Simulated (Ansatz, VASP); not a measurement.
**WS2: VASP beside Ansatz**

```
W S
1.0
     1.45268    0.83871    5.91680
    -1.45268    0.83871    5.91680
     0.00000   -1.67741    5.91680
W S
1 2
Direct
  0.00000 0.00000 0.00000
  0.75030 0.75030 0.75030
  0.58100 0.58100 0.58100
```

Change from the starting cell: strain -0.080 along x and y, -0.040 along z, atoms carried along.

Alike in both runs: task single point; functional PBEsol; k mesh 12 × 12 × 12; occupations gaussian, width 0.05 eV; no spin polarisation.

|  | VASP | Ansatz |
| --- | --- | --- |
| version | VASP 6.6.1 | Ansatz 0.2.0 |
| potentials or method | VASP PAW PBE potentials, release 64 (W_sv, S), cutoff 520 eV | scalar-relativistic, plane waves, PAW |
| valence electrons in the cell | 26 | 26 |

Ansatz gave:

| Quantity | Value |
| --- | --- |
| gap on the k mesh at the Fermi level (eV) | 0.94 |
| least direct gap on the mesh (eV) | 2.51 |
| pressure (GPa) | 53.0 |
| traceless stress, the component that is largest in VASP (GPa) | -3.11 |
| rms of the force components (eV/Å) | 1.995 |

Estimate VASP's values.

gap on the k mesh at the Fermi level (eV): 0.96; least direct gap on the mesh (eV): 2.55; pressure (GPa): 53.4; traceless stress, the component that is largest in VASP (GPa): -3.17; rms of the force components (eV/Å): 2.009.

VASP's potentials were made for PBE, not for PBEsol. Atom by atom the forces differ by 0.014 eV/Å (rms over components). Both programs put the cell under a high pressure, so it lies far from rest at this level.

Spin-orbit coupling is off throughout.
